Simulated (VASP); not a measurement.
Write the native input for VASP 6.6.1 that does the following.

```
Task                   : single point
Functional             : PBE
Potentials or basis    : VASP PAW PBE potentials, release 64 (B, Ru_pv)
Cutoff                 : 520 eV
k mesh                 : 12 × 12 × 2
Occupations            : gaussian, width 0.2 eV
Spin                   : no spin polarisation
Dipole correction      : no
Further INCAR settings : ALGO = Normal; EDIFF = 1e-06; NBANDS = 38
```

The structure of B5Ru3 lies in POSCAR:

```
B5Ru3
1.0
    2.9228541185      0.0000000000      0.0000000000
   -1.4614270592      2.5312659181      0.0000000000
    0.0000000000      0.0000000000     10.0276388354
B Ru
5 3
Direct
    0.3333333333      0.6666666667      0.6425964659
    0.6666666667      0.3333333333      0.7202573855
    0.3333333333      0.6666666667      0.3574035341
    0.6666666667      0.3333333333      0.2797426145
    0.6666666667      0.3333333333      0.0000000000
    0.3333333333      0.6666666667      0.1405821830
    0.3333333333      0.6666666667      0.8594178170
    0.6666666667      0.3333333333      0.5000000000
```

The input as run:

INCAR

```
SYSTEM = B5Ru3
  PREC = Accurate
  ENCUT = 520
  EDIFF = 1E-6
  ISMEAR = 0
  SIGMA = 0.2
  LREAL = .False.
  LASPH = .True.
  NELM = 60
  ALGO = Normal
  ISIF = 2
  LWAVE = .False.
  LCHARG = .False.
  GGA = PE
  NBANDS = 38
```

KPOINTS

```
Automatic mesh
0
Gamma
  12 12 2
  0 0 0
```

Potentials or basis: VASP PAW PBE potentials, release 64 (B, Ru_pv).

Run with:

```bash
$ cat potpaw_PBE.64/B/POTCAR potpaw_PBE.64/Ru_pv/POTCAR > POTCAR
$ mpirun -np 1 vasp_std > vasp.out
```

It gave:

* Pressure: -0.1 GPa
* Largest force: 0.040 eV/Å

It took 100 s on 1 thread of Intel(R) Xeon(R) Platinum 8175M CPU @ 2.50GHz (Skylake/Cascade Lake), with other jobs on the host, peak memory 0.24 GiB.
